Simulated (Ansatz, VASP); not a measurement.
## Zn4SiAg4SnTe6Se4 in VASP and in Ansatz

```
Si Zn Se Ag Sn Te
1.0
     3.11884    3.08537    6.08528
    -3.08562   -3.10440    6.07824
     9.34241   -6.22202    3.07547
Si Zn Se Ag Sn Te
1 4 4 4 1 6
Direct
  0.09535 0.51108 0.80338
  0.00127 0.97348 0.98602
  0.79971 0.01118 0.41098
  0.47471 0.48730 0.00818
  0.91370 0.47812 0.19425
  0.59793 0.88869 0.58507
  0.99045 0.84175 0.80219
  0.15419 0.89094 0.40864
  0.26539 0.38514 0.20072
  0.22472 0.99377 0.60385
  0.61514 0.98977 0.78563
  0.29389 0.51956 0.40610
  0.69399 0.52569 0.59453
  0.37530 0.00774 0.21226
  0.45526 0.38670 0.80316
  0.37191 0.86272 0.99657
  0.78841 0.86503 0.19992
  0.68656 0.37464 0.39009
  0.06889 0.38510 0.61922
  0.87312 0.36409 0.99125
```

Alike in both runs: functional PBE; k mesh 3 × 3 × 2; occupations gaussian, width 0.1 eV; no spin polarisation.

Ansatz relaxed the structure, and its values are those at the end. VASP's run is a single point on that final structure, the one shown.

|  | VASP | Ansatz |
| --- | --- | --- |
| version | VASP 6.6.1 | Ansatz 0.2.0 |
| potentials or method | VASP PAW PBE potentials, release 64 (Si, Zn, Se, Ag, Sn_d, Te), cutoff 520 eV | scalar-relativistic, plane waves, PAW |
| valence electrons in the cell | 170 | 302 |

|  | VASP | Ansatz | Ansatz less VASP |
| --- | --- | --- | --- |
| gap on the k mesh at the Fermi level (eV) | none | none | - |
| pressure (GPa) | 0.0 | 0.0 | -0.04 |
| rms of the force components (eV/Å) | 0.009 | 0.007 | -0.0015 |

A gap of «none» marks a metal or a gap that the smearing closes. VASP's potentials hold 170 valence electrons a cell and Ansatz's 302, so a difference there can come from the potentials and not from the codes.

Spin-orbit coupling is off throughout.
